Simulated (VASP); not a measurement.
Input of a VASP 6.6.1 run:

File INCAR:

```
PREC = Accurate ; ENCUT = 520
EDIFF = 1E-6 ; ISMEAR = -1
SIGMA = 0.146 ; LREAL = Auto
LASPH = True ; NELM = 80
ALGO = Normal ; ISIF = 2
LWAVE = False ; LCHARG = False
GGA = PE ; NBANDS = 42
```

The input KPOINTS:

```
Automatic mesh
0
Gamma
  4 4 2
```

File POSCAR:

```
LiH
1.0
    0.0000000000      4.0059896822      4.0059896822
    4.0059896822      0.0000000000      4.0059896822
    6.0089845233      6.0089845233      0.0000000000
Li H
12 12
Direct
    0.0496240669     -0.0937759530      0.0356600186
   -0.0320161833     -0.0501842281      0.3380620290
    0.0034520808      0.0101068658      0.6884948670
    0.0389580384      0.5302740817      0.0236235423
   -0.0039834102      0.3893521012      0.3893710311
    0.0585027717      0.4597319629      0.6699821716
    0.5872734796      0.0448167655     -0.0402085409
    0.4547541668      0.0093164244      0.3323985096
    0.5384351112     -0.0838413293      0.6525098350
    0.5679806191      0.5304196138     -0.0138926136
    0.5513475259      0.4746368940      0.2990358010
    0.4021053791      0.5617867689      0.6565403829
    0.2476435485      0.3112345760      0.1587798232
    0.3818392261      0.2180909262      0.4688337920
    0.2339986057      0.2936415451      0.8446047715
    0.2789199645      0.8194246018      0.1272069344
    0.3154211818      0.7177706954      0.4318912771
    0.2745738475      0.7838717144      0.8448059702
    0.7495232734      0.2754728763      0.1453188133
    0.7190880977      0.1767891473      0.5674460446
    0.8408141975      0.2308515681      0.8297578369
    0.7690610172      0.7418719807      0.1524488034
    0.7286466595      0.7432158433      0.4859147147
    0.8434666008      0.7169670238      0.8454470935
```

Potentials or basis: VASP PAW PBE potentials, release 64 (Li_sv, H).

Command:

```sh
$ cat potpaw_PBE.64/Li_sv/POTCAR potpaw_PBE.64/H/POTCAR > POTCAR
$ mpirun -np 1 vasp_std > vasp.out
```

What does it give for the band gap on the k mesh?

2.41 eV.

Predict the largest force.

1.659 eV/Å.

Forces on the atoms (eV/Å):
```
Li   0.832 -1.080  0.720
Li  -0.134  0.141  0.654
Li  -0.045  0.009 -0.372
Li  -1.427 -0.632 -0.563
Li   0.425 -0.684  0.522
Li   0.093 -0.051 -0.230
Li   0.305 -0.448 -1.042
Li  -0.838  0.130  0.582
Li   0.869  0.196  0.879
Li  -0.074 -0.181 -0.224
Li   0.623 -0.288  0.131
Li  -0.590  0.952  0.206
H   -0.061  0.826 -0.188
H    0.498 -0.645 -1.296
H   -0.261  0.370  0.362
H   -0.096  1.050 -0.079
H    1.059  0.141 -0.433
H   -0.851 -0.159 -0.319
H   -0.234  0.830 -0.182
H   -0.429 -0.056  0.971
H    0.195 -0.330 -0.065
H    0.636  0.173  0.040
H   -0.428  0.384 -0.211
H   -0.065 -0.648  0.137
```

Caveat: the k points lie up to 0.45 Å⁻¹ apart; the atoms stand as in a frame of molecular dynamics; forces of over 1 eV/Å act on the atoms, so gaps and moduli don't describe the material at rest. A k mesh can miss the band edges.
